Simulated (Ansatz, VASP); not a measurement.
Two plane-wave programs on SrTiO3

The input INCAR:

```
SYSTEM = SrTiO3
PREC = Accurate
ENCUT = 520
EDIFF = 1E-6
ISMEAR = 0
SIGMA = 0.05
LREAL = .False.
LASPH = .True.
NELM = 60
ALGO = Normal
ISIF = 2
LWAVE = .False.
LCHARG = .False.
GGA = PS
NBANDS = 28
```

File KPOINTS:

```
regular mesh
0
Gamma
  8 8 8
  0 0 0
```

The input POSCAR:

```
SrTiO3
1.0
    3.8911201355      0.0000000000      0.0000000000
    0.0000000000      3.8911201355      0.0000000000
    0.0000000000      0.0000000000      3.8911201355
Sr Ti O
1 1 3
Direct
    0.0000000000      0.0000000000      0.0000000000
    0.4074816537      0.5000000000      0.5000000000
    0.0000000000      0.5000000000      0.5000000000
    0.5000000000      0.0000000000      0.5000000000
    0.5000000000      0.5000000000      0.0000000000
```

Input for Ansatz:

```yaml
crystal:
  lattice:
    - [3.8911201355, 0.0, 0.0]
    - [0.0, 3.8911201355, 0.0]
    - [0.0, 0.0, 3.8911201355]
  atoms:
    - { symbol: Sr, position: [0.0, 0.0, 0.0] }
    - { symbol: Ti, position: [0.4074816537, 0.5, 0.5] }
    - { symbol: O, position: [0.0, 0.5, 0.5] }
    - { symbol: O, position: [0.5, 0.0, 0.5] }
    - { symbol: O, position: [0.5, 0.5, 0.0] }
basis:
  ecutwfc: 420
kpoints:
  mp_grid: { grid: [8, 8, 8] }
hamiltonian:
  xc: pbesol
scf:
  occupations: { method: gaussian, width: 0.05 }
output:
  forces: true
  stress: true
  eigenvalues: true
  write_density: true
  write_potential: true
  elf: true
  volumetric_format: npy
```

Alike in both runs: task single point; functional PBEsol; k mesh 8 × 8 × 8; occupations gaussian, width 0.05 eV; no spin polarisation.

|  | VASP | Ansatz |
| --- | --- | --- |
| version | VASP 6.6.1 | Ansatz 0.2.0 |
| potentials or method | VASP PAW PBE potentials, release 64 (Sr_sv, Ti_sv, O), cutoff 520 eV | scalar-relativistic, plane waves, PAW |
| valence electrons in the cell | 40 | 40 |

Ansatz gave:

| Quantity | Value |
| --- | --- |
| gap on the k mesh at the Fermi level (eV) | 1.94 |
| least direct gap on the mesh (eV) | 2.67 |
| pressure (GPa) | 10.9 |
| traceless stress, the component that is largest in VASP (GPa) | 18.31 |
| rms of the force components (eV/Å) | 2.774 |

Problem. What did VASP give for the same quantities?

Solution. gap on the k mesh at the Fermi level (eV): 1.90; least direct gap on the mesh (eV): 2.64; pressure (GPa): 12.0; traceless stress, the component that is largest in VASP (GPa): 19.37; rms of the force components (eV/Å): 2.935.

VASP's potentials were made for PBE, not for PBEsol. Atom by atom the forces differ by 0.165 eV/Å (rms over components). The functional is the same, so the differences come from potentials, cutoffs and numerics.
